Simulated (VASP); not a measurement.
# AlRu (CsCl type) (Pm-3m) in VASP: further runs, part 2 of 2

VASP 6.6.1. The steps go on from the part before.

## (5) Relaxation of cell and atoms, PBE, target pressure -0.077 GPa, at which the enthalpy is minimised

This run uses another cell than the first one, of 14.40 Å³/atom, 1.061 times its volume.

File INCAR:

```
SYSTEM = AlRu
PREC = Accurate
ENCUT = 600
EDIFF = 1E-7
ISMEAR = -1
SIGMA = 0.08
LREAL = .FALSE.
LASPH = .TRUE.
NELM = 100
ALGO = Normal
ISIF = 3
LWAVE = .FALSE.
LCHARG = .FALSE.
GGA = PE
IBRION = 2
NSW = 60
EDIFFG = -0.005
PSTRESS = -0.77
```

File KPOINTS:

```
regular mesh
0
G
  13 13 13
  0 0 0
```

File POSCAR:

```
AlRu
1.0
    3.0649001275      0.0000000000      0.0000000000
    0.0000000000      3.0649001275      0.0000000000
    0.0000000000      0.0000000000      3.0649001275
Ru Al
1 1
Direct
    0.0000000000      0.0000000000      0.0000000000
    0.5000000000      0.5000000000      0.5000000000
```

Potentials or basis: VASP PAW PBE potentials, release 64 (Ru_pv, Al).

On the command line:

```bash
$ cat potpaw_PBE.64/Ru_pv/POTCAR potpaw_PBE.64/Al/POTCAR > POTCAR
$ mpirun -np 1 vasp_std > vasp.out
```

OUTCAR:

```text
SYSTEM = AlRu
   PREC = Accurate
   ENCUT = 600
   EDIFF = 1E-7
   ISMEAR = -1
   LREAL = .FALSE.
   LASPH = .TRUE.
   NELM = 100
   ISIF = 3
   GGA = PE
   IBRION = 2
   NSW = 60
   EDIFFG = -0.005
   PSTRESS = -0.77

 ion  position               nearest neighbor table
   1  0.000  0.000  0.000-   2 2.65   2 2.65   2 2.65   2 2.65   2 2.65   2 2.65   2 2.65   2 2.65

   2  0.500  0.500  0.500-   1 2.65   1 2.65   1 2.65   1 2.65   1 2.65   1 2.65   1 2.65   1 2.65

  LATTYP: Found a simple cubic cell.
 ALAT       =     3.0649001275

  Lattice vectors:

 A1 = (   3.0649001275,   0.0000000000,   0.0000000000)
 A2 = (   0.0000000000,   3.0649001275,   0.0000000000)
 A3 = (   0.0000000000,   0.0000000000,   3.0649001275)

Analysis of symmetry for initial positions (statically):
=====================================================================
 Subroutine PRICEL returns:
 Original cell was already a primitive cell.
[... 183 lines left out ...]
      3     -32.0184      2.00000
      4       0.4701      2.00000
      5       6.5363      2.00000
      6       6.5363      2.00000
      7       9.8839      0.32412
      8       9.8839      0.32411
      9       9.8839      0.32411
     10      15.4606      0.00000
     11      15.4606      0.00000
     12      15.4606      0.00000
[... 458 lines left out ...]
--------------------------------------- Ionic step        4  -------------------------------------------

 number of electron      16.9999996 magnetization

 Free energy of the ion-electron system (eV)
  ---------------------------------------------------
  ext. energy  EPLUGINS =         0.00000000
  ---------------------------------------------------
  free energy    TOTEN  =       -14.27943925 eV

  energy without entropy =      -14.24751406  energy(sigma->0) =      -14.26347665

 E-fermi :  10.5671     XC(G=0): -12.5000

 val. band max:       10.5532381572   @ k =   0.4615   0.1538   0.0000
 cond. band min:      10.5707201217   @ k =   0.2308   0.0769   0.0769
 fundamental gap:      0.0174819645
 Fermi energy:        10.5670952217

 k-point     1 :       0.0000    0.0000    0.0000
  band No.  band energies     occupation
      1     -31.2214      2.00000
      2     -31.2214      2.00000
      3     -31.2214      2.00000
      4       0.9372      2.00000
      5       7.0419      2.00000
      6       7.0419      2.00000
      7      10.7154      0.27080
      8      10.7154      0.27080
      9      10.7154      0.27080
     10      16.5537      0.00000
     11      16.5537      0.00000
     12      16.5537      0.00000
[... 378 lines left out ...]
  energy  without entropy=      -14.2475140575  energy(sigma->0) =      -14.26347665

  enthalpy is  TOTEN    =       -14.2924727144 eV   P V=       -0.0130334660

 reached required accuracy - stopping structural energy minimisation
```

OSZICAR:

```text
N       E                     dE             d eps       ncg     rms          rms(c)
DAV:   1     0.125452302654E+03    0.12545E+03   -0.99714E+03  2024   0.146E+03
DAV:   2    -0.120684115035E+02   -0.13752E+03   -0.13246E+03  2224   0.366E+02
DAV:   3    -0.148332466048E+02   -0.27648E+01   -0.26841E+01  2400   0.520E+01
[... 37 lines left out ...]
DAV:   3    -0.142794368189E+02    0.52947E-04   -0.18425E-04  2100   0.160E-01    0.161E-02
DAV:   4    -0.142794386398E+02   -0.18209E-05   -0.14847E-05  2104   0.282E-02    0.342E-03
DAV:   5    -0.142794389165E+02   -0.27671E-06   -0.52794E-07  2356   0.753E-03    0.290E-03
DAV:   6    -0.142794392389E+02   -0.32236E-06   -0.16196E-07  1532   0.440E-03    0.274E-04
DAV:   7    -0.142794392484E+02   -0.94960E-08   -0.10282E-08  1016   0.119E-03
   4 F= -.14292473E+02 E0= -.14276510E+02  d E =-.587284E-01
```

Wall time 30 s (1 thread of AMD EPYC 9R45 (Zen 5), shared host); peak memory 0.14 GiB.

What came out:

- Free energy: -14.2794 eV
- Relaxed volume: 13.56 Å³/atom
- Relaxed cell: a = 3.004 Å, b = 3.004 Å, c = 3.004 Å, α = 90.00°, β = 90.00°, γ = 90.00°
- Space group after relaxing (to 0.05 Å): Pm-3m (No. 221)
- Energy change on relaxing (the enthalpy is what falls): -29.8 meV/atom
- Ionic steps: 4
- Pressure after relaxing: -0.1 GPa

Step by step:
```
step  energy change (eV)  largest force (eV/Å)  pressure (GPa)  volume (Å³)
   1              0.0000                0.0000          -10.73        28.79
   2              0.0631                0.0000           19.93        24.98
   3             -0.0595                0.0000           -0.32        27.15
   4             -0.0595                0.0000           -0.08        27.12
```

Final structure:
```
Ru Al
1.0
     3.00442    0.00000    0.00000
     0.00000    3.00442    0.00000
     0.00000    0.00000    3.00442
Ru Al
1 1
Direct
  0.00000 0.00000 0.00000
  0.50000 0.50000 0.50000
```

Levels at points of the mesh, in eV from the Fermi level:
```
           k point  band 5  band 6  band 7  band 8  band 9  band 10  band 11  band 12
(0.00, 0.00, 0.00)   -3.53   -3.53    0.15    0.15    0.15     5.99     5.99     5.99
```

Caveat: the cell is relaxed towards a set pressure, so the enthalpy falls and the energy may rise.

## (6) The runs side by side

```tsv
task	cell	cutoff (eV)	gap on the mesh (eV)	pressure (GPa)
single point	a = 3.005 Å, 2 atoms	520	none	-0.1
single point	a = 3.004 Å, 2 atoms	520	none	0.0
relaxation of cell and atoms	relaxed to -0.077 GPa from a = 3.005 Å, 2 atoms	600	none	-0.1
relaxation of cell and atoms	relaxed to -0.077 GPa from a = 3.065 Å, 2 atoms	600	none	-0.1
```

Alike in all rows: level PBE; potentials or basis VASP PAW PBE potentials, release 64 (Ru_pv, Al); no spin polarisation; k mesh 13 × 13 × 13; smearing fermi-dirac 0.08 eV.

Caveats: the cell is relaxed towards a set pressure, so the enthalpy falls and the energy may rise (some runs).

Total energies depend on the potentials used, so only differences within one code and one set of settings carry meaning.
